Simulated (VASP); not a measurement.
W, 1 atom in the cell. The structure is cubic, space group Pm-3m (No. 221). Conventional cell: a = 2.282 Å, b = 2.282 Å, c = 2.282 Å, α = 90.00°, β = 90.00°, γ = 90.00°. Within 3.0 Å of W (site symmetry m-3m) lie 6 W at 2.28 Å.  This cell differs from its parent crystal: volume scaled by 0.68.

```yaml
Program: VASP 6.6.1
Task: density of states
Functional: LDA
Potentials_or_basis: VASP PAW LDA potentials, release 64 (W_sv)
Cutoff: 520 eV
k_mesh: 15 × 15 × 15
Occupations: fermi-dirac, width 0.08 eV
Spin: no spin polarisation
Dipole_correction: no
k_mesh_for_the_DOS: 23 × 23 × 23
Occupations_for_the_DOS: tetrahedron
Further_INCAR_settings: ALGO = Normal; EDIFF = 1e-06
```

Potentials or basis: VASP PAW LDA potentials, release 64 (W_sv).

The run is started by

```sh
$ cat potpaw_LDA.64/W_sv/POTCAR > POTCAR
$ cp INCAR.step1 INCAR
$ cp KPOINTS.step1 KPOINTS
$ mpirun -np 1 vasp_std > vasp.out
$ cp INCAR.step2 INCAR
$ cp KPOINTS.step2 KPOINTS
$ mpirun -np 1 vasp_std > vasp.out
```

Hardware: 1 thread of AMD EPYC 7R43 64-Core Processor (Zen 3), on a shared host.

Problem. Estimate the wall time of this run.

Solution. Run time: 28 s on 1 thread of AMD EPYC 7R43 64-Core Processor (Zen 3), on a shared host, peak memory 0.13 GiB. Counts: k points 364.
